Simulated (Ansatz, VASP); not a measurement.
Ta: VASP beside Ansatz

```xyz
1
Lattice="-1.6513 1.6513 1.6513 1.6513 -1.6513 1.6513 1.6513 1.6513 -1.6513" Properties=species:S:1:pos:R:3 pbc="T T T"
Ta    0.0000    0.0000    0.0000
```

Alike in both runs: task relaxation of cell and atoms; functional PBE; dispersion D3(BJ); k mesh 11 × 11 × 11; occupations fermi-dirac, width 0.05 eV; no spin polarisation.

|  | VASP | Ansatz |
| --- | --- | --- |
| version | VASP 6.6.1 | Ansatz 0.2.0 |
| potentials or method | VASP PAW PBE potentials, release 64 (Ta_pv) | Ansatz PAW |
| plane-wave cutoff (eV) | 600 | 420 |
| valence electrons in the cell | 11 | 13 |

```csv
,VASP,Ansatz,Ansatz less VASP
relaxed volume (Å³/atom),17.72,17.70,-0.017
relaxed cell length with the largest relative difference (Å),2.844,2.844,-0.0009
```

VASP's potentials hold 11 valence electrons a cell and Ansatz's 13, so a difference there can come from the potentials and not from the codes.

Neither program's run includes spin-orbit coupling. Noted on Ansatz's run: the plane-wave basis is chosen anew once the cell has moved, so the energies of steps on either side of that aren't comparable.
